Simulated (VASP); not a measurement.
Here is a VASP 6.6.1 calculation.

The input INCAR:

```
SYSTEM = ScAsS
ALGO = Normal
EDIFF = 1E-6
ENCUT = 520
GGA = PE
ISIF = 2
ISMEAR = 0
LASPH = .True.
LCHARG = .True.
LELF = .True.
LREAL = .False.
LVHAR = .True.
LWAVE = .False.
NBANDS = 18
NELM = 80
PREC = Accurate
SIGMA = 0.1
```

File KPOINTS:

```
k-points
0
Gamma
  4 4 4
  0 0 0
```

POSCAR

```
ScAsS
1.0
    5.1504723400      0.0000000000      0.0000000000
    0.0000000000      5.1504723400      0.0000000000
    0.0000000000      0.0000000000      5.6373283800
Sc As S
1 1 1
Direct
    0.0000000000      0.0000000000      0.0000000000
    0.5000000000      0.5000000000      0.5000000000
    0.0000000000      0.0000000000      0.5000000000
```

Potentials or basis: VASP PAW PBE potentials, release 64 (Sc_sv, As, S).

The run is started by

```bash
$ cat potpaw_PBE.64/Sc_sv/POTCAR potpaw_PBE.64/As/POTCAR potpaw_PBE.64/S/POTCAR > POTCAR
$ mpirun -np 1 vasp_std > vasp.out
```

Task: Estimate the pressure.

Result: -8.6 GPa.

Task: What does it give for the band gap on the k mesh?

Result: Zero (bands 11 and 12 overlap by 0.77 eV).

Stress tensor (GPa, compression positive):
```
 -5.68   0.00   0.00
  0.00  -5.68   0.00
  0.00   0.00 -14.41
```

Caveat: the cell stands under tension.
